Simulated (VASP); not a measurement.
A run of VASP 6.6.1:

INCAR

```
ALGO     = Normal         # electronic algorithm
EDIFF    = 1E-7           # SCF threshold, eV
ENCUT    = 520            # plane-wave cutoff, eV
GGA      = PS             # functional
ISIF     = 2              # what is computed and relaxed
ISMEAR   = 0              # smearing method
LASPH    = True           # aspherical terms in the spheres
LCHARG   = True           # write CHGCAR
LELF     = True           # ELF
LREAL    = False          # projectors in reciprocal space
LVHAR    = True         
LWAVE    = False          # write WAVECAR
NBANDS   = 46             # bands
NELM     = 60             # most SCF steps
PREC     = Accurate       # precision mode
SIGMA    = 0.1            # smearing width, eV
```

File KPOINTS:

```
k-points
0
Gamma
  10 10 4
```

Contents of POSCAR:

```
NbAs
1.0
    3.4565029584      0.0000000000      0.0000000000
    0.0000000000      3.4565029584      0.0000000000
    0.0000000000      0.0000000000     11.3612200239
Nb As
4 4
Direct
    0.5000000000      0.5000000000      0.9987437889
    0.5000000000      0.0000000000      0.2487437889
    0.0000000000      0.0000000000      0.4987437889
    0.0000000000      0.5000000000      0.7487437889
    0.0000000000      0.0000000000      0.9172562111
    0.0000000000      0.5000000000      0.1672562111
    0.5000000000      0.5000000000      0.4172562111
    0.5000000000      0.0000000000      0.6672562111
```

Potentials or basis: VASP PAW PBE potentials, release 64 (Nb_sv, As).

The run is started by

```bash
$ cat potpaw_PBE.64/Nb_sv/POTCAR potpaw_PBE.64/As/POTCAR > POTCAR
$ mpirun -np 1 vasp_std > vasp.out
```

Hardware: 1 thread of Intel Xeon 8259CL, with other jobs on the host.

Task: Estimate the wall time of this run.

Result: Run time: 13 min on 1 thread of Intel Xeon 8259CL, on a shared host, peak memory 0.44 GiB. Counts: scf iterations 14, k points 63.
